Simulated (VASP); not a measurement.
# CuI (F-43m) in VASP: further runs

Runs on CuI. Level: LDA. Tasks: single point.

Everything below comes from runs of VASP 6.6.1. Logs are shortened: lines on timing, memory, paths and dates and some standing lists are left out, and cuts for length are marked.

### Step 1. The cell of the first run

It takes space group F-43m (No. 216, cubic). The conventional cell has a = 6.063 Å, b = 6.063 Å, c = 6.063 Å, α = 90.00°, β = 90.00°, γ = 90.00°. Cu (site symmetry -43m) has 4 I at 2.63 Å within 3.5 Å. I (site symmetry -43m) has 4 Cu at 2.63 Å within 3.5 Å.

### Step 2. Single point, LDA

INCAR reads:

```
PREC = Accurate
ENCUT = 520
EDIFF = 1E-6
ISMEAR = 0
SIGMA = 0.01
LREAL = False
LASPH = True
NELM = 100
ALGO = Normal
ISIF = 2
LWAVE = False
LCHARG = True
LELF = True
LVHAR = True
NBANDS = 16
```

KPOINTS reads:

```
regular mesh
0
Gamma
  6 6 6
```

POSCAR reads:

```
CuI
1.0
    0.0000000000      3.0315000000      3.0315000000
    3.0315000000      0.0000000000      3.0315000000
    3.0315000000      3.0315000000      0.0000000000
Cu I
1 1
Direct
    0.2500000000      0.2500000000      0.2500000000
    0.0000000000      0.0000000000      0.0000000000
```

Potentials or basis: VASP PAW LDA potentials, release 64 (Cu, I).

The run is started by

```console
> cat potpaw_LDA.64/Cu/POTCAR potpaw_LDA.64/I/POTCAR > POTCAR
> mpirun -np 1 vasp_std > vasp.out
```

OUTCAR:

```text
PREC = Accurate
   ENCUT = 520
   EDIFF = 1E-6
   ISMEAR = 0
   LREAL = False
   LASPH = True
   NELM = 100
   ISIF = 2

 ion  position               nearest neighbor table
   1  0.250  0.250  0.250-   2 2.63   2 2.63   2 2.63   2 2.63
   2  0.000  0.000  0.000-   1 2.63   1 2.63   1 2.63   1 2.63

  LATTYP: Found a face centered cubic cell.
 ALAT       =     6.0630000000

  Lattice vectors:

 A1 = (   0.0000000000,   3.0315000000,   3.0315000000)
 A2 = (   3.0315000000,   0.0000000000,   3.0315000000)
 A3 = (   3.0315000000,   3.0315000000,   0.0000000000)

Analysis of symmetry for initial positions (statically):
=====================================================================
 Subroutine PRICEL returns:
 Original cell was already a primitive cell.

 Routine SETGRP: Setting up the symmetry group for a
 face centered cubic supercell.

 Subroutine GETGRP returns: Found 24 space group operations
 (whereof 24 operations were pure point group operations)
 out of a pool of 48 trial point group operations.

The static configuration has the point symmetry T_d .

Analysis of symmetry for dynamics (positions and initial velocities):
=====================================================================
 Subroutine PRICEL returns:
 Original cell was already a primitive cell.

 Routine SETGRP: Setting up the symmetry group for a
 face centered cubic supercell.

 Subroutine GETGRP returns: Found 24 space group operations
 (whereof 24 operations were pure point group operations)
 out of a pool of 48 trial point group operations.

The dynamic configuration has the point symmetry T_d .

 Subroutine INISYM returns: Found 24 space group operations
 (whereof 24 operations are pure point group operations),
 and found     1 'primitive' translations

----------------------------------------------------------------------------------------

                                     Primitive cell

  volume of cell :      55.7189

  direct lattice vectors                    reciprocal lattice vectors
     0.000000000  3.031500000  3.031500000    -0.164934851  0.164934851  0.164934851
     3.031500000  0.000000000  3.031500000     0.164934851 -0.164934851  0.164934851
     3.031500000  3.031500000  0.000000000     0.164934851  0.164934851 -0.164934851

  length of vectors
     4.287188414  4.287188414  4.287188414     0.285675541  0.285675541  0.285675541

  position of ions in fractional coordinates (direct lattice)
     0.250000000  0.250000000  0.250000000
     0.000000000  0.000000000  0.000000000

  ion indices of the primitive-cell ions
   primitive index   ion index
                 1           1
                 2           2

----------------------------------------------------------------------------------------

 KPOINTS: regular mesh

Automatic generation of k-mesh.
 Grid dimensions read from file:
 generate k-points for:    6    6    6

 Generating k-lattice:

  Cartesian coordinates                     Fractional coordinates (reciprocal lattice)
    -0.027489142  0.027489142  0.027489142     0.166666667  0.000000000  0.000000000
     0.027489142 -0.027489142  0.027489142     0.000000000  0.166666667  0.000000000
     0.027489142  0.027489142 -0.027489142     0.000000000  0.000000000  0.166666667

  Length of vectors
     0.047612590  0.047612590  0.047612590

  Shift w.r.t. Gamma in fractional coordinates (k-lattice)
     0.000000000  0.000000000  0.000000000

 Subroutine IBZKPT returns following result:
 ===========================================

 Found     16 irreducible k-points:

 Following reciprocal coordinates:
            Coordinates               Weight
  0.000000  0.000000  0.000000      1.000000
  0.166667  0.000000  0.000000      8.000000
  0.333333  0.000000  0.000000      8.000000
  0.500000  0.000000  0.000000      4.000000
  0.166667  0.166667  0.000000      6.000000
  0.333333  0.166667  0.000000     24.000000
[... 8 lines left out ...]
 -0.333333  0.333333  0.166667     24.000000
 -0.333333  0.500000  0.166667     12.000000
   k-points           NKPTS =     16   k-points in BZ     NKDIM =     16   number of bands    NBANDS=     16
   number of dos      NEDOS =    301   number of ions     NIONS =      2
   total plane-waves  NPLWV =  32768
   dimension x,y,z NGX =    32 NGY =   32 NGZ =   32
   dimension x,y,z NGXF=    64 NGYF=   64 NGZF=   64
   ions per type =               1   1
   NGX,Y,Z   is equivalent  to a cutoff of  12.41, 12.41, 12.41 a.u.
   NGXF,Y,Z  is equivalent  to a cutoff of  24.82, 24.82, 24.82 a.u.
 SYSTEM =  unknown system
   PREC   = accura    normal or accurate (medium, high low for compatibility)
   ISTART =      0    job   : 0-new  1-cont  2-samecut
   ICHARG =      2    charge: 1-file 2-atom 10-const
   ISPIN  =      1    spin polarized calculation?
   LNONCOLLINEAR =      F non collinear calculations
   LSORBIT =      F    spin-orbit coupling
   LASPH  =      T    aspherical Exc in radial PAW
   ENCUT  =  520.0 eV  38.22 Ry    6.18 a.u.   7.97  7.97  7.97*2*pi/ulx,y,z
   NELM   =    100;   NELMIN=  2; NELMDL= -5     # of ELM steps
   EDIFF  = 0.1E-05   stopping-criterion for ELM
   LREAL  =      F    real-space projection
   EDIFFG = 0.1E-04   stopping-criterion for IOM
   NSW    =      0    number of steps for IOM
   IBRION =     -1    ionic relax: 0-MD 1-quasi-New 2-CG
   NFREE  =      0    steps in history (QN), initial steepest desc. (CG)
   ISIF   =      2    stress and relaxation
   ISYM   =      2    0-nonsym 1-usesym 2-fastsym
   POTIM  = 0.5000    time-step for ionic-motion
   TEBEG  =    0.0;   TEEND  =   0.0 temperature during run
   PSTRESS=    0.0 pullay stress
   NELECT =      18.0000    total number of electrons
   NUPDOWN=      -1.0000    fix difference up-down
   EMIN   =  10.00;   EMAX   =-10.00  energy-range for DOS
   EFERMI =   0.00;   METHOD = LEGACY
   ISMEAR =     0;   SIGMA  =   0.01  broadening in eV -4-tet -1-fermi 0-gaus
   EFERMI_NEDOS =   21; number of points for ismear=-14 and -15
   IALGO  =     38    algorithm
   IMIX   =      4    mixing-type and parameters
     AMIX     =   0.40;   BMIX     =  1.00
     AMIX_MAG =   1.60;   BMIX_MAG =  1.00
  volume/ion in A,a.u.               =      27.86       188.00
  Fermi-wavevector in a.u.,A,eV,Ry     =   1.123306  2.122741 17.168055  1.261816
  Thomas-Fermi vector in A             =   2.259971
   LORBIT       =      0    0 simple, 1 ext, 2 COOP (PROOUT), +10 PAW based schemes
   GGA     = CA    functional components
   LHFCALC =     F    Hartree Fock is set to
   AEXX    =    0.0000 exact exchange contribution
   IVDW    =     0    specifies the selected vdW correction
   LEPSILON=     F    determine dielectric tensor
   LRPA    =     F    only Hartree local field effects (RPA)
 non-spin polarized calculation
 Gauss-broadening in eV      SIGMA  =   0.01
  energy-cutoff  :      520.00
  volume of cell :       55.72
 maximum number of plane-waves:      1524
   NGX = 15   NGY = 15   NGZ = 15

 number of electron      18.0000014 magnetization

 Free energy of the ion-electron system (eV)
  ---------------------------------------------------
  ext. energy  EPLUGINS =         0.00000000
  ---------------------------------------------------
  free energy    TOTEN  =        -6.91584420 eV

  energy without entropy =       -6.91584420  energy(sigma->0) =       -6.91584420

 E-fermi :   4.2187     XC(G=0):  -9.3087

 val. band max:        4.1666200412   @ k =   0.0000   0.0000   0.0000
 cond. band min:       5.1626904991   @ k =   0.0000   0.0000   0.0000
 fundamental gap:      0.9960704579
 Fermi energy:         4.2186683736

 k-point     1 :       0.0000    0.0000    0.0000
  band No.  band energies     occupation
      1      -9.8153      2.00000
      2       0.5404      2.00000
      3       0.5404      2.00000
      4       0.5404      2.00000
      5       2.2476      2.00000
      6       2.2476      2.00000
[... 8 lines left out ...]
     15      13.8383      0.00000
     16      13.8383      0.00000

 k-point     2 :       0.1667    0.0000    0.0000
  band No.  band energies     occupation
      1      -9.6897      2.00000
      2       0.0419      2.00000
      3       0.5522      2.00000
      4       0.5522      2.00000
      5       2.2386      2.00000
      6       2.2386      2.00000
[... 8 lines left out ...]
     15      12.9321      0.00000
     16      13.1438      0.00000

 k-point     3 :       0.3333    0.0000    0.0000
  band No.  band energies     occupation
      1      -9.4140      2.00000
      2      -0.9253      2.00000
      3       0.5687      2.00000
      4       0.5687      2.00000
      5       2.2489      2.00000
      6       2.2489      2.00000
[... 8 lines left out ...]
     15      13.4089      0.00000
     16      13.4089      0.00000

 k-point     4 :       0.5000    0.0000    0.0000
  band No.  band energies     occupation
      1      -9.2609      2.00000
      2      -1.3922      2.00000
      3       0.5729      2.00000
      4       0.5729      2.00000
      5       2.2743      2.00000
      6       2.2743      2.00000
[... 8 lines left out ...]
     15      15.0787      0.00000
     16      15.0787      0.00000

 k-point     5 :       0.1667    0.1667    0.0000
  band No.  band energies     occupation
      1      -9.6477      2.00000
      2      -0.0115      2.00000
      3       0.5187      2.00000
      4       0.5187      2.00000
      5       2.1951      2.00000
      6       2.2687      2.00000
[... 8 lines left out ...]
     15      14.0652      0.00000
     16      14.1157      0.00000

 k-point     6 :       0.3333    0.1667    0.0000
  band No.  band energies     occupation
      1      -9.4198      2.00000
      2      -0.6811      2.00000
      3       0.4436      2.00000
      4       0.5175      2.00000
      5       2.1791      2.00000
      6       2.2845      2.00000
[... 8 lines left out ...]
     15      14.3526      0.00000
     16      14.5693      0.00000

 k-point     7 :       0.5000    0.1667    0.0000
  band No.  band energies     occupation
      1      -9.2173      2.00000
      2      -1.1966      2.00000
      3       0.2509      2.00000
      4       0.5471      2.00000
      5       2.2117      2.00000
      6       2.2800      2.00000
[... 8 lines left out ...]
     15      14.7616      0.00000
     16      15.1321      0.00000

 k-point     8 :      -0.3333    0.1667    0.0000
  band No.  band energies     occupation
      1      -9.2687      2.00000
      2      -1.0448      2.00000
      3       0.1873      2.00000
      4       0.5858      2.00000
      5       2.2239      2.00000
      6       2.2512      2.00000
[... 8 lines left out ...]
     15      13.9045      0.00000
     16      15.1913      0.00000

 k-point     9 :      -0.1667    0.1667    0.0000
  band No.  band energies     occupation
      1      -9.5120      2.00000
      2      -0.4379      2.00000
      3       0.3782      2.00000
      4       0.5894      2.00000
      5       2.2042      2.00000
      6       2.2656      2.00000
[... 8 lines left out ...]
     15      13.5777      0.00000
     16      14.6528      0.00000

 k-point    10 :       0.3333    0.3333    0.0000
  band No.  band energies     occupation
      1      -9.2789      2.00000
      2      -0.9528      2.00000
      3       0.4803      2.00000
      4       0.4803      2.00000
      5       2.1264      2.00000
      6       2.3110      2.00000
[... 8 lines left out ...]
     15      14.8956      0.00000
     16      17.1899      0.00000

 k-point    11 :       0.5000    0.3333    0.0000
  band No.  band energies     occupation
      1      -9.1237      2.00000
      2      -1.1642      2.00000
      3       0.1580      2.00000
      4       0.4927      2.00000
      5       2.1629      2.00000
      6       2.3031      2.00000
[... 8 lines left out ...]
     15      15.3998      0.00000
     16      16.3837      0.00000

 k-point    12 :      -0.3333    0.3333    0.0000
  band No.  band energies     occupation
      1      -9.1195      2.00000
      2      -0.9278      2.00000
      3      -0.3533      2.00000
      4       0.5469      2.00000
      5       2.1289      2.00000
      6       2.2458      2.00000
[... 8 lines left out ...]
     15      13.5005      0.00000
     16      17.3560      0.00000

 k-point    13 :       0.5000    0.5000    0.0000
  band No.  band energies     occupation
      1      -9.0733      2.00000
      2      -1.3757      2.00000
      3       0.4639      2.00000
      4       0.4639      2.00000
      5       2.2213      2.00000
      6       2.3072      2.00000
[... 8 lines left out ...]
     15      15.5780      0.00000
     16      16.2251      0.00000

 k-point    14 :       0.5000    0.3333    0.1667
  band No.  band energies     occupation
      1      -9.2239      2.00000
      2      -0.9426      2.00000
      3       0.0808      2.00000
      4       0.5146      2.00000
      5       2.1868      2.00000
      6       2.2642      2.00000
[... 8 lines left out ...]
     15      15.0664      0.00000
     16      16.2417      0.00000

 k-point    15 :      -0.3333    0.3333    0.1667
  band No.  band energies     occupation
      1      -9.1195      2.00000
      2      -0.9883      2.00000
      3      -0.2161      2.00000
      4       0.4796      2.00000
      5       2.1556      2.00000
      6       2.2495      2.00000
[... 8 lines left out ...]
     15      15.2177      0.00000
     16      15.9979      0.00000

 k-point    16 :      -0.3333    0.5000    0.1667
  band No.  band energies     occupation
      1      -9.0705      2.00000
      2      -1.0866      2.00000
      3      -0.0716      2.00000
      4       0.3959      2.00000
      5       2.2022      2.00000
      6       2.2087      2.00000
[... 8 lines left out ...]
     15      15.7552      0.00000
     16      16.1379      0.00000

------------------------ aborting loop because EDIFF is reached ----------------------------------------

  FORCE on cell =-STRESS in cart. coord.  units (eV):
  Direction    XX          YY          ZZ          XY          YZ          ZX
  --------------------------------------------------------------------------------------
  -------------------------------------------------------------------------------------
  Total       -1.4774917     -1.4774917     -1.4774917     -0.0000000     -0.0000000     -0.0000000
  in kB      -42.4847359    -42.4847359    -42.4847359     -0.0000000     -0.0000000     -0.0000000
  external PRESSURE =     -42.4847359 kB  Pullay stress =       0.0000000 kB

 VOLUME and BASIS-vectors are now :
 -----------------------------------------------------------------------------
  energy-cutoff  :      520.00
  volume of cell :       55.72
      direct lattice vectors                 reciprocal lattice vectors
     0.000000000  3.031500000  3.031500000    -0.164934851  0.164934851  0.164934851
     3.031500000  0.000000000  3.031500000     0.164934851 -0.164934851  0.164934851
     3.031500000  3.031500000  0.000000000     0.164934851  0.164934851 -0.164934851

 POSITION                                       TOTAL-FORCE (eV/Angst)
 -----------------------------------------------------------------------------------
      1.51575      1.51575      1.51575        -0.000000      0.000000     -0.000000
      0.00000      0.00000      0.00000         0.000000     -0.000000      0.000000
 -----------------------------------------------------------------------------------
    total drift:                               -0.000001     -0.000001     -0.000001

  FREE ENERGIE OF THE ION-ELECTRON SYSTEM (eV)
  ---------------------------------------------------
  free  energy   TOTEN  =        -6.9158441989 eV

  energy  without entropy=       -6.9158441989  energy(sigma->0) =       -6.91584420
```

Wall time 9.2 s (1 thread of Intel Xeon 6975P-C (Granite Rapids), shared host); peak memory 0.15 GiB.

What came out:

- Free energy: -6.9158 eV
- Pressure: -4.2 GPa
- Band gap on the k mesh: 1.00 eV

Caveat: the cell stands under tension; spin-orbit coupling is left out, which moves the levels of the heavy elements.

### Step 3. Single point, LDA, non-collinear spin, zero start, spin-orbit coupling

INCAR reads:

```
SYSTEM = CuI
  ALGO = Normal
  EDIFF = 1E-7
  ENCUT = 520
  GGA_COMPAT = .FALSE.
  ISIF = 2
  ISMEAR = 0
  LASPH = .TRUE.
  LCHARG = .FALSE.
  LMAXMIX = 4
  LORBIT = 11
  LORBMOM = .TRUE.
  LREAL = .FALSE.
  LSORBIT = .TRUE.
  LWAVE = .FALSE.
  MAGMOM = 0 0 0 0 0 0
  NBANDS = 30
  NELM = 150
  PREC = Accurate
  SIGMA = 0.01
```

KPOINTS reads:

```
k-points
0
G
  6 6 6
  0 0 0
```

POSCAR is that of step 2.

Potentials or basis: VASP PAW LDA potentials, release 64 (Cu, I).

The run is started by

```console
> cat potpaw_LDA.64/Cu/POTCAR potpaw_LDA.64/I/POTCAR > POTCAR
> mpirun -np 1 vasp_ncl > vasp.out
```

It took 57 s on 1 thread of Intel Xeon 6975P-C (Granite Rapids), shared host; peak memory 0.28 GiB.

The run converged. Its results:

```
Free energy                                           : -7.0530 eV
Pressure                                              : -4.2 GPa
Net moment                                            : 0.00 μB per cell
Valence electrons inside the program's atomic spheres : Cu 9.94; I 4.29
```

Moments on the atoms (μB; x, y, z):
```
Cu  0.00 0.00 0.00
I   0.00 0.00 0.00
```

Caveat: the cell stands under tension.
